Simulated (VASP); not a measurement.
CoO: single point with PBE

Crystal: CoO.

```
Co O
1.0
     1.51544    0.87494    2.45609
    -1.51544    0.87494    2.45609
     0.00000   -1.74988    2.45609
Co O
1 1
Direct
  0.00000 0.00000 0.00000
  0.50000 0.50000 0.50000
```

```
Program             : VASP 6.6.1
Task                : single point
Functional          : PBE
Potentials or basis : VASP PAW PBE potentials, release 64 (Co, O)
Cutoff              : 520 eV
k mesh              : 11 × 11 × 11
Occupations         : fermi-dirac, width 0.05 eV
Spin                : collinear spin, ferromagnetic start
Starting moments    : [2.0, 0.0] μB
```

| Item | Value |
| --- | --- |
| Pressure | -3.8 GPa |
| Net moment | 2.92 μB per cell |
| Site moments | Co +2.57; O +0.30 μB |
| Valence electrons inside the program's atomic spheres | Co 7.77; O 4.97 |

Stress tensor (GPa, compression positive):
```
-3.71  0.00  0.00
 0.00 -3.71  0.00
 0.00  0.00 -4.05
```

Levels at points of the mesh, in eV from the Fermi level:
Spin up:
| k point | band 7 | band 8 | band 9 | band 10 | band 11 | band 12 |
| --- | --- | --- | --- | --- | --- | --- |
| (0.00, 0.00, 0.00) | -3.06 | -3.03 | -3.01 | 0.95 | 16.83 | 17.99 |
Spin down:
| k point | band 3 | band 4 | band 5 | band 6 | band 7 | band 8 | band 9 | band 10 |
| --- | --- | --- | --- | --- | --- | --- | --- | --- |
| (0.00, 0.00, 0.00) | -2.52 | -2.46 | -1.08 | -1.08 | -1.06 | 0.09 | 0.09 | 1.49 |

Wall time 57 s on 1 thread of Intel(R) Xeon(R) Platinum 8488C (Sapphire Rapids), with other jobs on the host, peak memory 0.2 GiB.

Caveat: a cell with one magnetic atom can't hold antiferromagnetic order, which such compounds often take; semilocal functionals often make such compounds metallic where correlation or magnetic order opens a gap, which also shifts bond lengths. With open d or f shells a metallic result of PBE can be an artefact of self-interaction; +U or a hybrid may open a gap.
